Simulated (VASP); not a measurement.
**NaF: single point with r2SCAN**

The system is NaF.

```xyz
2
Lattice="0.0000 2.2740 2.2740 2.2740 0.0000 2.2740 2.2740 2.2740 0.0000" Properties=species:S:1:pos:R:3 pbc="T T T"
Na    0.0000    0.0000    0.0000
F     2.2740    2.2740    2.2740
```

This cell differs from its parent crystal: volume changed by -3%.

```json
{
  "Program": "VASP 6.6.1",
  "Task": "single point",
  "Functional": "r2SCAN",
  "Potentials or basis": "VASP PAW PBE potentials, release 64 (Na_pv, F)",
  "Cutoff": "520 eV",
  "k mesh": "8 × 8 × 8",
  "Occupations": "gaussian, width 0.01 eV",
  "Spin": "no spin polarisation",
  "Dipole correction": "no",
  "Further INCAR settings": "ALGO = Normal; EDIFF = 1e-07; NBANDS = 14"
}
```

* Pressure: 1.0 GPa
* Band gap on the k mesh: 7.50 eV, direct

Levels at points of the mesh, in eV from the valence-band top:
| k point | band 5 | band 6 | band 7 | band 8 | band 9 | band 10 |
| --- | --- | --- | --- | --- | --- | --- |
| (0.00, 0.00, 0.00) | 0.00 | 0.00 | 0.00 | 7.50 | 20.19 | 20.19 |
| (0.50, 0.00, 0.00) | -1.68 | -0.30 | -0.30 | 12.00 | 13.91 | 22.05 |
| (0.50, 0.50, 0.00) | -1.35 | -0.43 | -0.43 | 14.12 | 14.56 | 15.43 |

It took 69 s on 1 thread of Intel Xeon 6975P-C, on a shared host, peak memory 0.13 GiB.

Caveat: the PAW data sets were made with another functional, which shifts forces and pressure a little.
